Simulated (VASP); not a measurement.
**CdS (pbe): single point with PBE**

CdS (pbe):

```xyz
4
Lattice="4.1963 0.0000 0.0000 -2.0982 3.6341 0.0000 0.0000 0.0000 6.8304" Properties=species:S:1:pos:R:3 pbc="T T T"
Cd    0.0000    2.4227   -0.2514
Cd    2.0982    1.2114    3.1638
S     0.0000    2.4227    2.8265
S     2.0982    1.2114    6.2417
```

```
Program                : VASP 6.6.1
Task                   : single point
Functional             : PBE
Potentials or basis    : VASP PAW PBE potentials, release 64 (Cd, S)
Cutoff                 : 520 eV
k mesh                 : 9 × 9 × 4
Occupations            : gaussian, width 0.01 eV
Spin                   : no spin polarisation
Dipole correction      : no
Further INCAR settings : ALGO = Normal; EDIFF = 1e-06; NBANDS = 26
```

```
Pressure               : 2.8 GPa
Largest force          : 0.540 eV/Å
Band gap on the k mesh : 1.34 eV, direct
```

Forces in eV/Å, atoms in the order of the input:
```
Cd   0.000  0.000  0.540
Cd   0.000  0.000  0.540
S    0.000  0.000 -0.540
S    0.000  0.000 -0.540
```

Stress tensor (GPa, compression positive):
```
 5.17  0.00  0.00
 0.00  5.17  0.00
 0.00  0.00 -1.93
```

Levels at points of the mesh, in eV from the valence-band top:
| k point | band 15 | band 16 | band 17 | band 18 | band 19 | band 20 | band 21 | band 22 |
| --- | --- | --- | --- | --- | --- | --- | --- | --- |
| (0.00, 0.00, 0.00) | -0.42 | -0.14 | 0.00 | 0.00 | 1.34 | 2.15 | 6.48 | 6.48 |
| (0.00, 0.00, 0.50) | -0.21 | -0.21 | -0.21 | -0.21 | 2.46 | 2.46 | 6.20 | 6.20 |

Run time: 46 s on 1 thread of AMD EPYC 9R45 96-Core Processor (Zen 5), on a shared host, peak memory 0.23 GiB.
